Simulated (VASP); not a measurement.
# Rb (Im-3m) in VASP: a series of runs

Rb is run at these levels: PBE; tasks: single point.

Everything below comes from runs of VASP 6.6.1. Logs are shortened: lines on timing, memory, paths and dates and some standing lists are left out, and cuts for length are marked.

### Step 1. The cell of the first run

It takes space group Im-3m (No. 229, cubic). Conventional cell: a = 5.672 Å, b = 5.672 Å, c = 5.672 Å, α = 90.00°, β = 90.00°, γ = 90.00°.

### Step 2. Single point, PBE

INCAR reads:

```
SYSTEM = Rb
PREC     = Accurate       ! precision mode
ENCUT    = 520            ! plane-wave cutoff, eV
EDIFF    = 1E-6           ! SCF threshold, eV
ISMEAR   = 0              ! smearing method
SIGMA    = 0.1            ! smearing width, eV
LREAL    = .False.        ! projectors in reciprocal space
LASPH    = .True.         ! aspherical terms in the spheres
NELM     = 100            ! most SCF steps
ALGO     = Normal         ! electronic algorithm
ISIF     = 2              ! what is computed and relaxed
LWAVE    = .False.        ! write WAVECAR
LCHARG   = .False.        ! write CHGCAR
GGA      = PE             ! functional
NBANDS   = 10             ! bands
```

KPOINTS reads:

```
regular mesh
0
Gamma
  8 8 8
  0 0 0
```

POSCAR reads:

```
Rb
1.0
   -2.8359049291      2.8359049291      2.8359049291
    2.8359049291     -2.8359049291      2.8359049291
    2.8359049291      2.8359049291     -2.8359049291
Rb
1
Direct
    0.0000000000      0.0000000000      0.0000000000
```

Potentials or basis: VASP PAW PBE potentials, release 64 (Rb_sv).

The run is started by

```bash
$ cat potpaw_PBE.64/Rb_sv/POTCAR > POTCAR
$ mpirun -np 1 vasp_std > vasp.out
```

OUTCAR:

```text
SYSTEM = Rb
   PREC = Accurate
   ENCUT = 520
   EDIFF = 1E-6
   ISMEAR = 0
   LREAL = .False.
   LASPH = .True.
   NELM = 100
   ISIF = 2
   GGA = PE

 ion  position               nearest neighbor table
   1  0.000  0.000  0.000-

  LATTYP: Found a body centered cubic cell.
 ALAT       =     5.6718098582

  Lattice vectors:

 A1 = (  -2.8359049291,   2.8359049291,   2.8359049291)
 A2 = (   2.8359049291,  -2.8359049291,   2.8359049291)
 A3 = (   2.8359049291,   2.8359049291,  -2.8359049291)

Analysis of symmetry for initial positions (statically):
=====================================================================
 Subroutine PRICEL returns:
 Original cell was already a primitive cell.

 Routine SETGRP: Setting up the symmetry group for a
 body centered cubic supercell.

 Subroutine GETGRP returns: Found 48 space group operations
 (whereof 48 operations were pure point group operations)
 out of a pool of 48 trial point group operations.

The static configuration has the point symmetry O_h .

Analysis of symmetry for dynamics (positions and initial velocities):
=====================================================================
 Subroutine PRICEL returns:
 Original cell was already a primitive cell.

 Routine SETGRP: Setting up the symmetry group for a
 body centered cubic supercell.

 Subroutine GETGRP returns: Found 48 space group operations
 (whereof 48 operations were pure point group operations)
 out of a pool of 48 trial point group operations.

The dynamic configuration has the point symmetry O_h .

 Subroutine INISYM returns: Found 48 space group operations
 (whereof 48 operations are pure point group operations),
 and found     1 'primitive' translations

----------------------------------------------------------------------------------------

                                     Primitive cell

  volume of cell :      91.2294

  direct lattice vectors                    reciprocal lattice vectors
    -2.835904929  2.835904929  2.835904929     0.000000000  0.176310565  0.176310565
     2.835904929 -2.835904929  2.835904929     0.176310565  0.000000000  0.176310565
     2.835904929  2.835904929 -2.835904929     0.176310565  0.176310565  0.000000000

  length of vectors
     4.911931423  4.911931423  4.911931423     0.249340792  0.249340792  0.249340792

  position of ions in fractional coordinates (direct lattice)
     0.000000000  0.000000000  0.000000000

  ion indices of the primitive-cell ions
   primitive index   ion index
                 1           1

----------------------------------------------------------------------------------------

 KPOINTS: regular mesh

Automatic generation of k-mesh.
 Grid dimensions read from file:
 generate k-points for:    8    8    8

 Generating k-lattice:

  Cartesian coordinates                     Fractional coordinates (reciprocal lattice)
     0.000000000  0.022038821  0.022038821     0.125000000  0.000000000  0.000000000
     0.022038821  0.000000000  0.022038821     0.000000000  0.125000000  0.000000000
     0.022038821  0.022038821  0.000000000     0.000000000  0.000000000  0.125000000

  Length of vectors
     0.031167599  0.031167599  0.031167599

  Shift w.r.t. Gamma in fractional coordinates (k-lattice)
     0.000000000  0.000000000  0.000000000

 Subroutine IBZKPT returns following result:
 ===========================================

 Found     29 irreducible k-points:

 Following reciprocal coordinates:
            Coordinates               Weight
  0.000000  0.000000  0.000000      1.000000
  0.125000  0.000000  0.000000     12.000000
  0.250000  0.000000  0.000000     12.000000
  0.375000  0.000000  0.000000     12.000000
  0.500000  0.000000  0.000000      6.000000
  0.125000  0.125000  0.000000     24.000000
[... 16 lines left out ...]
 -0.250000  0.250000  0.250000      6.000000
 -0.375000  0.375000  0.250000     24.000000
 [... further k-points ...]
   k-points           NKPTS =     29   k-points in BZ     NKDIM =     29   number of bands    NBANDS=     10
   number of dos      NEDOS =    301   number of ions     NIONS =      1
   total plane-waves  NPLWV =  64000
   dimension x,y,z NGX =    40 NGY =   40 NGZ =   40
   dimension x,y,z NGXF=    80 NGYF=   80 NGZF=   80
   ions per type =               1
   NGX,Y,Z   is equivalent  to a cutoff of  13.54, 13.54, 13.54 a.u.
   NGXF,Y,Z  is equivalent  to a cutoff of  27.08, 27.08, 27.08 a.u.
 SYSTEM =  Rb
   PREC   = accura    normal or accurate (medium, high low for compatibility)
   ISTART =      0    job   : 0-new  1-cont  2-samecut
   ICHARG =      2    charge: 1-file 2-atom 10-const
   ISPIN  =      1    spin polarized calculation?
   LNONCOLLINEAR =      F non collinear calculations
   LSORBIT =      F    spin-orbit coupling
   LASPH  =      T    aspherical Exc in radial PAW
   ENCUT  =  520.0 eV  38.22 Ry    6.18 a.u.   9.13  9.13  9.13*2*pi/ulx,y,z
   NELM   =    100;   NELMIN=  2; NELMDL= -5     # of ELM steps
   EDIFF  = 0.1E-05   stopping-criterion for ELM
   LREAL  =      F    real-space projection
   EDIFFG = 0.1E-04   stopping-criterion for IOM
   NSW    =      0    number of steps for IOM
   IBRION =     -1    ionic relax: 0-MD 1-quasi-New 2-CG
   NFREE  =      0    steps in history (QN), initial steepest desc. (CG)
   ISIF   =      2    stress and relaxation
   ISYM   =      2    0-nonsym 1-usesym 2-fastsym
   POTIM  = 0.5000    time-step for ionic-motion
   TEBEG  =    0.0;   TEEND  =   0.0 temperature during run
   PSTRESS=    0.0 pullay stress
   NELECT =       9.0000    total number of electrons
   NUPDOWN=      -1.0000    fix difference up-down
   EMIN   =  10.00;   EMAX   =-10.00  energy-range for DOS
   EFERMI =   0.00;   METHOD = LEGACY
   ISMEAR =     0;   SIGMA  =   0.10  broadening in eV -4-tet -1-fermi 0-gaus
   EFERMI_NEDOS =   21; number of points for ismear=-14 and -15
   IALGO  =     38    algorithm
   IMIX   =      4    mixing-type and parameters
     AMIX     =   0.40;   BMIX     =  1.00
     AMIX_MAG =   1.60;   BMIX_MAG =  1.00
  volume/ion in A,a.u.               =      91.23       615.65
  Fermi-wavevector in a.u.,A,eV,Ry     =   0.756445  1.429474  7.785376  0.572209
  Thomas-Fermi vector in A             =   1.854567
   LORBIT       =      0    0 simple, 1 ext, 2 COOP (PROOUT), +10 PAW based schemes
   GGA     = PE    functional components
   LHFCALC =     F    Hartree Fock is set to
   AEXX    =    0.0000 exact exchange contribution
   IVDW    =     0    specifies the selected vdW correction
   LEPSILON=     F    determine dielectric tensor
   LRPA    =     F    only Hartree local field effects (RPA)
 non-spin polarized calculation
 Gauss-broadening in eV      SIGMA  =   0.10
  energy-cutoff  :      520.00
  volume of cell :       91.23
 maximum number of plane-waves:      2491
 NGX is ok and might be reduce to    40
   NGX = 19   NGY = 19   NGZ = 19

 number of electron       9.0000000 magnetization

 Free energy of the ion-electron system (eV)
  ---------------------------------------------------
  ext. energy  EPLUGINS =         0.00000000
  ---------------------------------------------------
  free energy    TOTEN  =        -0.93335798 eV

  energy without entropy =       -0.92590657  energy(sigma->0) =       -0.92963228

 E-fermi :   0.0316     XC(G=0):  -5.4604

 val. band max:       -0.0135703155   @ k =   0.2500   0.2500   0.0000
 cond. band min:       0.0852344610   @ k =   0.3750   0.1250  -0.0000
 fundamental gap:      0.0988047765
 Fermi energy:         0.0316087672

 k-point     1 :       0.0000    0.0000    0.0000
  band No.  band energies     occupation
      1     -28.8975      2.00000
      2     -12.9401      2.00000
      3     -12.9401      2.00000
      4     -12.9401      2.00000
      5      -1.9624      2.00000
      6       3.6825      0.00000
      7       3.6825      0.00000
      8       3.6825      0.00000
      9       4.6148      0.00000
     10       4.6148      0.00000

 k-point     2 :       0.1250    0.0000    0.0000
  band No.  band energies     occupation
      1     -28.8969      2.00000
      2     -12.9542      2.00000
      3     -12.9447      2.00000
      4     -12.9400      2.00000
      5      -1.7793      2.00000
      6       3.3632      0.00000
      7       3.4437      0.00000
      8       3.8513      0.00000
      9       4.3613      0.00000
     10       4.5537      0.00000

 k-point     3 :       0.2500    0.0000    0.0000
  band No.  band energies     occupation
      1     -28.8955      2.00000
      2     -12.9880      2.00000
      3     -12.9560      2.00000
      4     -12.9400      2.00000
      5      -1.2557      2.00000
      6       2.4693      0.00000
      7       3.0194      0.00000
      8       4.3452      0.00000
      9       4.4365      0.00000
     10       4.5327      0.00000

 k-point     4 :       0.3750    0.0000    0.0000
  band No.  band energies     occupation
      1     -28.8940      2.00000
      2     -13.0211      2.00000
      3     -12.9672      2.00000
      4     -12.9400      2.00000
      5      -0.4732      2.00000
      6       1.5252      0.00000
      7       2.7031      0.00000
      8       4.4129      0.00000
      9       4.7274      0.00000
     10       5.1234      0.00000

 k-point     5 :       0.5000    0.0000    0.0000
  band No.  band energies     occupation
      1     -28.8934      2.00000
      2     -13.0347      2.00000
      3     -12.9718      2.00000
      4     -12.9400      2.00000
      5       0.2460      0.00243
      6       0.7839      0.00000
      7       2.5908      0.00000
      8       4.2533      0.00000
      9       5.1605      0.00000
     10       5.2326      0.00000

 k-point     6 :       0.1250    0.1250    0.0000
  band No.  band energies     occupation
      1     -28.8959      2.00000
      2     -12.9774      2.00000
      3     -12.9501      2.00000
      4     -12.9434      2.00000
      5      -1.4252      2.00000
      6       2.8297      0.00000
      7       3.0259      0.00000
      8       4.1484      0.00000
      9       4.1970      0.00000
     10       4.7900      0.00000
[... 183 lines left out ...]
 k-point    21 :      -0.3750   -0.3750    0.1250
  band No.  band energies     occupation
      1     -28.8922      2.00000
      2     -13.0090      2.00000
      3     -13.0090      2.00000
      4     -12.9589      2.00000
      5       1.1192      0.00000
      6       1.1192      0.00000
      7       1.4659      0.00000
      8       4.2311      0.00000
      9       4.2311      0.00000
     10       4.6824      0.00000

 k-point    22 :       0.2500    0.2500    0.2500
  band No.  band energies     occupation
      1     -28.8932      2.00000
      2     -12.9863      2.00000
      3     -12.9863      2.00000
      4     -12.9863      2.00000
      5       1.3023      0.00000
      6       1.3023      0.00000
      7       1.3023      0.00000
      8       2.5861      0.00000
      9       5.3401      0.00000
     10       5.3401      0.00000

 k-point    23 :      -0.2500    0.2500    0.2500
  band No.  band energies     occupation
      1     -28.8936      2.00000
      2     -12.9893      2.00000
      3     -12.9730      2.00000
      4     -12.9730      2.00000
      5      -0.6014      2.00000
      6       2.3352      0.00000
      7       3.0483      0.00000
      8       3.0483      0.00000
      9       4.4393      0.00000
     10       4.5602      0.00000

 k-point    24 :      -0.3750    0.3750    0.2500
  band No.  band energies     occupation
      1     -28.8923      2.00000
      2     -13.0107      2.00000
      3     -12.9850      2.00000
      4     -12.9754      2.00000
      5       0.1188      0.21774
      6       1.6972      0.00000
      7       2.9218      0.00000
      8       2.9604      0.00000
      9       4.0053      0.00000
     10       5.1566      0.00000

 [... further k-points ...]
[... 5 lines left out ...]
  --------------------------------------------------------------------------------------
  -------------------------------------------------------------------------------------
  Total        0.0042178      0.0042178      0.0042178     -0.0000000      0.0000000      0.0000000
  in kB        0.0740733      0.0740733      0.0740733     -0.0000000      0.0000000      0.0000000
  external PRESSURE =       0.0740733 kB  Pullay stress =       0.0000000 kB

 VOLUME and BASIS-vectors are now :
 -----------------------------------------------------------------------------
  energy-cutoff  :      520.00
  volume of cell :       91.23
      direct lattice vectors                 reciprocal lattice vectors
    -2.835904929  2.835904929  2.835904929     0.000000000  0.176310565  0.176310565
     2.835904929 -2.835904929  2.835904929     0.176310565  0.000000000  0.176310565
     2.835904929  2.835904929 -2.835904929     0.176310565  0.176310565  0.000000000

 POSITION                                       TOTAL-FORCE (eV/Angst)
 -----------------------------------------------------------------------------------
      0.00000      0.00000      0.00000         0.000000     -0.000000      0.000000
 -----------------------------------------------------------------------------------
    total drift:                               -0.000000     -0.000000     -0.000000

  FREE ENERGIE OF THE ION-ELECTRON SYSTEM (eV)
  ---------------------------------------------------
  free  energy   TOTEN  =        -0.9333579838 eV

  energy  without entropy=       -0.9259065695  energy(sigma->0) =       -0.92963228
```

Wall time 57 s (1 thread of AMD EPYC 7R13, shared host); peak memory 0.2 GiB.

What came out:

```yaml
Free_energy: -0.9334 eV
Pressure: 0.0 GPa
```

### Step 3. Single point, PBE

INCAR reads:

```
  ALGO = Normal
  EDIFF = 1E-6
  ENCUT = 520
  GGA = PE
  ISIF = 2
  ISMEAR = 0
  LASPH = T
  LCHARG = F
  LREAL = F
  LWAVE = F
  NBANDS = 10
  NELM = 100
  PREC = Accurate
  SIGMA = 0.2
```

KPOINTS reads:

```
k-points
0
Gamma
  8 8 8
```

POSCAR is that of step 2.

Potentials or basis: VASP PAW PBE potentials, release 64 (Rb_sv).

The run is started by

```bash
$ cat potpaw_PBE.64/Rb_sv/POTCAR > POTCAR
$ mpirun -np 1 vasp_std > vasp.out
```

It took 38 s on 1 thread of AMD EPYC 7R13, shared host; peak memory 0.2 GiB.

The run converged. Its results:

```
Free energy : -0.9427 eV
Pressure    : 0.0 GPa
```

Levels at points of the mesh, in eV from the Fermi level:
| k point | band 1 | band 2 | band 3 | band 4 | band 5 | band 6 | band 7 | band 8 | band 9 |
| --- | --- | --- | --- | --- | --- | --- | --- | --- | --- |
| (0.00, 0.00, 0.00) | -28.91 | -12.95 | -12.95 | -12.95 | -1.97 | 3.67 | 3.67 | 3.67 | 4.60 |
| (0.50, 0.00, 0.00) | -28.91 | -13.05 | -12.98 | -12.95 | 0.23 | 0.77 | 2.58 | 4.24 | 5.15 |
| (0.50, 0.50, 0.50) | -28.90 | -13.02 | -13.02 | -13.02 | 1.25 | 1.25 | 3.24 | 3.24 | 3.24 |

### Step 4. Single point, PBE

INCAR reads:

```
SYSTEM = Rb
ALGO     = Normal         ! electronic algorithm
EDIFF    = 1E-7           ! SCF threshold, eV
ENCUT    = 520            ! plane-wave cutoff, eV
GGA      = PE             ! functional
ISIF     = 2              ! what is computed and relaxed
ISMEAR   = 0              ! smearing method
LASPH    = .True.         ! aspherical terms in the spheres
LCHARG   = .False.        ! write CHGCAR
LREAL    = .False.        ! projectors in reciprocal space
LWAVE    = .False.        ! write WAVECAR
NBANDS   = 10             ! bands
NELM     = 80             ! most SCF steps
PREC     = Accurate       ! precision mode
SIGMA    = 0.3            ! smearing width, eV
```

KPOINTS reads:

```
k-points
0
Gamma
  8 8 8
  0 0 0
```

POSCAR is that of step 3.

The run is started by

```bash
$ cat potpaw_PBE.64/Rb_sv/POTCAR > POTCAR
$ mpirun -np 1 vasp_std > vasp.out
```

Run time: 40 s. Hardware: 1 thread of AMD EPYC 7R13, shared host; peak memory 0.2 GiB.

The run converged. Its results:

```yaml
Free_energy: -0.9556 eV
Pressure: 0.0 GPa
```

Levels at points of the mesh, in eV from the Fermi level:
```tsv
k point	band 1	band 2	band 3	band 4	band 5	band 6	band 7	band 8	band 9
(0.00, 0.00, 0.00)	-28.90	-12.94	-12.94	-12.94	-1.96	3.68	3.68	3.68	4.61
(0.50, 0.00, 0.00)	-28.89	-13.03	-12.97	-12.94	0.25	0.78	2.59	4.25	5.16
(0.50, 0.50, 0.50)	-28.89	-13.01	-13.01	-13.01	1.27	1.27	3.25	3.25	3.25
```

(Part 1 of 2 ends here.)
